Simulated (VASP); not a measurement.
# PbO2 (Fm-3m) in VASP: a series of runs, part 3 of 3

VASP 6.6.1. Earlier steps stand in the parts before.

## Step 6: Single point, PBE+D4

This run uses another cell than the first one, of 12.90 Å³/atom, 1.079 times its volume.

File INCAR:

```
SYSTEM = PbO2
ALGO = Normal ; EDIFF = 1E-6
ENCUT = 520 ; GGA = PE
ISIF = 2 ; ISMEAR = -1
IVDW = 13 ; LASPH = .TRUE.
LCHARG = .TRUE. ; LELF = .TRUE.
LREAL = .FALSE. ; LVHAR = .TRUE.
LWAVE = .FALSE. ; NBANDS = 20
NELM = 100 ; PREC = Accurate
SIGMA = 0.05
```

File KPOINTS:

```
k-points
0
G
  9 9 9
  0 0 0
```

File POSCAR:

```
PbO2
1.0
    0.0000000000      2.6844313116      2.6844313116
    2.6844313116      0.0000000000      2.6844313116
    2.6844313116      2.6844313116      0.0000000000
Pb O
1 2
Direct
    0.0000000000      0.0000000000      0.0000000000
    0.7500000000      0.7500000000      0.7500000000
    0.2500000000      0.2500000000      0.2500000000
```

Potentials or basis: VASP PAW PBE potentials, release 64 (Pb_d, O).

Command:

```bash
cat potpaw_PBE.64/Pb_d/POTCAR potpaw_PBE.64/O/POTCAR > POTCAR
mpirun -np 1 vasp_std > vasp.out
```

OUTCAR:

```text
SYSTEM = PbO2
   EDIFF = 1E-6
   ENCUT = 520
   GGA = PE
   ISIF = 2
   ISMEAR = -1
   IVDW = 13
   LASPH = .TRUE.
   LREAL = .FALSE.
   NELM = 100
   PREC = Accurate

 ion  position               nearest neighbor table
   1  0.000  0.000  0.000-   2 2.32   2 2.32   2 2.32   2 2.32   3 2.32   3 2.32   3 2.32   3 2.32

   2  0.750  0.750  0.750-   1 2.32   1 2.32   1 2.32   1 2.32
   3  0.250  0.250  0.250-   1 2.32   1 2.32   1 2.32   1 2.32

  LATTYP: Found a face centered cubic cell.
 ALAT       =     5.3688626232

  Lattice vectors:

 A1 = (   0.0000000000,   2.6844313116,   2.6844313116)
 A2 = (   2.6844313116,   0.0000000000,   2.6844313116)
 A3 = (   2.6844313116,   2.6844313116,   0.0000000000)

Analysis of symmetry for initial positions (statically):
=====================================================================
 Subroutine PRICEL returns:
 Original cell was already a primitive cell.

 Routine SETGRP: Setting up the symmetry group for a
 face centered cubic supercell.

 Subroutine GETGRP returns: Found 48 space group operations
 (whereof 48 operations were pure point group operations)
 out of a pool of 48 trial point group operations.

The static configuration has the point symmetry O_h .
[... 161 lines left out ...]

 E-fermi :   5.8755     XC(G=0): -11.2506

 val. band max:        5.8284057667   @ k =  -0.3333   0.4444   0.2222
 cond. band min:       6.4596674001   @ k =  -0.1111   0.1111   0.0000
 fundamental gap:      0.6312616333
 Fermi energy:         5.8755332966

 k-point     1 :       0.0000    0.0000    0.0000
  band No.  band energies     occupation
      1     -12.7795      2.00000
      2      -9.8504      2.00000
      3      -9.8227      2.00000
      4      -9.8227      2.00000
      5      -9.8227      2.00000
      6      -9.5687      2.00000
[... 541 lines left out ...]
     19      22.0837      0.00000
     20      23.0020      0.00000

 [... further k-points ...]

------------------------ aborting loop because EDIFF is reached ----------------------------------------

  DFT-D4 for vdW energy calculation

  Edisp (eV):   -0.83154

  FORCE on cell =-STRESS in cart. coord.  units (eV):
  Direction    XX          YY          ZZ          XY          YZ          ZX
  --------------------------------------------------------------------------------------
  -------------------------------------------------------------------------------------
  Total       0.05355     0.05355     0.05355     0.00000     0.00000     0.00000
  in kB       2.21748     2.21748     2.21748     0.00000     0.00000     0.00000
  external pressure =        2.22 kB  Pullay stress =        0.00 kB

 VOLUME and BASIS-vectors are now :
 -----------------------------------------------------------------------------
  energy-cutoff  :      520.00
  volume of cell :       38.69
      direct lattice vectors                 reciprocal lattice vectors
     0.000000000  2.684431312  2.684431312    -0.186259189  0.186259189  0.186259189
     2.684431312  0.000000000  2.684431312     0.186259189 -0.186259189  0.186259189
     2.684431312  2.684431312  0.000000000     0.186259189  0.186259189 -0.186259189

 POSITION                                       TOTAL-FORCE (eV/Angst)
 -----------------------------------------------------------------------------------
      0.00000      0.00000      0.00000        -0.000000     -0.000000     -0.000000
      4.02665      4.02665      4.02665         0.000000      0.000000      0.000000
      1.34222      1.34222      1.34222        -0.000000     -0.000000     -0.000000
 -----------------------------------------------------------------------------------
    total drift:                                0.000000      0.000000      0.000000

  FREE ENERGIE OF THE ION-ELECTRON SYSTEM (eV)
  ---------------------------------------------------
  free  energy   TOTEN  =       -16.4352659188 eV

  energy  without entropy=      -16.4294262323  energy(sigma->0) =      -16.43234608
```

OSZICAR:

```text
N       E                     dE             d eps       ncg     rms          rms(c)
DAV:   1     0.262670582454E+03    0.26267E+03   -0.13767E+04  1428   0.162E+03
DAV:   2     0.494757040601E+01   -0.25772E+03   -0.24462E+03  1500   0.423E+02
DAV:   3    -0.176991678619E+02   -0.22647E+02   -0.22234E+02  1644   0.130E+02
DAV:   4    -0.183571622803E+02   -0.65799E+00   -0.65740E+00  1560   0.224E+01
DAV:   5    -0.183766116558E+02   -0.19449E-01   -0.19448E-01  1796   0.410E+00    0.964E+00
DAV:   6    -0.156220458660E+02    0.27546E+01   -0.11283E+01  2084   0.418E+01    0.296E+00
DAV:   7    -0.156118756325E+02    0.10170E-01   -0.56076E-01  1540   0.798E+00    0.171E+00
DAV:   8    -0.156133472527E+02   -0.14716E-02   -0.16486E-01  1544   0.404E+00    0.828E-01
DAV:   9    -0.156029824081E+02    0.10365E-01   -0.28519E-02  2060   0.206E+00    0.155E-01
DAV:  10    -0.156037411836E+02   -0.75878E-03   -0.50874E-03  1464   0.488E-01    0.805E-02
DAV:  11    -0.156037247205E+02    0.16463E-04   -0.18057E-04  1632   0.106E-01    0.340E-02
DAV:  12    -0.156037241846E+02    0.53590E-06   -0.38239E-05  1552   0.472E-02    0.118E-02
DAV:  13    -0.156037237015E+02    0.48313E-06   -0.84969E-06  1580   0.223E-02
   1 F= -.16435266E+02 E0= -.16432346E+02  d E =-.583969E-02
```

stdout:

```text
POSCAR found type information on POSCAR PbO
 POSCAR found :  2 types and       3 ions
 scaLAPACK will be used
 LDA part: xc-table for (Slater+PW92), standard interpolation
 POSCAR, INCAR and KPOINTS ok, starting setup
 FFT: planning ... GRIDC
 FFT: planning ... GRID_SOFT
 FFT: planning ... GRID
 WAVECAR not read
 entering main loop
```

It took 52 s on 1 thread of AMD EPYC 7R13, shared host; peak memory 0.14 GiB.

What came out:

| Item | Value |
| --- | --- |
| Free energy | -16.4353 eV |
| Pressure | 0.2 GPa |
| Band gap on the k mesh | zero (band 13 reaches 5.83 eV, above the bottom of band 14 at 4.64 eV) |
| Dispersion energy per atom | -0.277 eV |

Levels at points of the mesh, in eV from the Fermi level:
```csv
k point,band 9,band 10,band 11,band 12,band 13,band 14,band 15,band 16,band 17,band 18
"(0.00, 0.00, 0.00)",-2.00,-2.00,-2.00,-1.23,-1.23,-1.23,7.06,7.06,7.06,11.89
```

Caveat: spin-orbit coupling is left out, which moves the levels of the heavy elements; pairwise dispersion overbinds metals, which lowers pressure and volume.

## Step 7: Summary

| level | cell | gap on the mesh (eV) | pressure (GPa) |
| --- | --- | --- | --- |
| RPBE+D3(BJ) | a = 3.701 Å, angles 60.0°, 3 atoms | none | 0.4 |
| PBEsol+D3(BJ) | a = 3.747 Å, angles 60.0°, 3 atoms | none | 0.3 |
| PBEsol+D4 | a = 3.754 Å, angles 60.0°, 3 atoms | none | 0.3 |
| PBE+D3(BJ) | a = 3.798 Å, angles 60.0°, 3 atoms | none | 0.2 |
| PBE+D4 | a = 3.796 Å, angles 60.0°, 3 atoms | none | 0.2 |

Alike in all rows: task single point; potentials or basis VASP PAW PBE potentials, release 64 (Pb_d, O); no spin polarisation; k mesh 9 × 9 × 9; cutoff (eV) 520; smearing fermi-dirac 0.05 eV.

Caveats: spin-orbit coupling is left out, which moves the levels of the heavy elements; pairwise dispersion overbinds metals, which lowers pressure and volume; the PAW data sets were made with another functional, which shifts forces and pressure a little (some runs).

Total energies depend on the potentials used, so only differences within one code and one set of settings carry meaning.
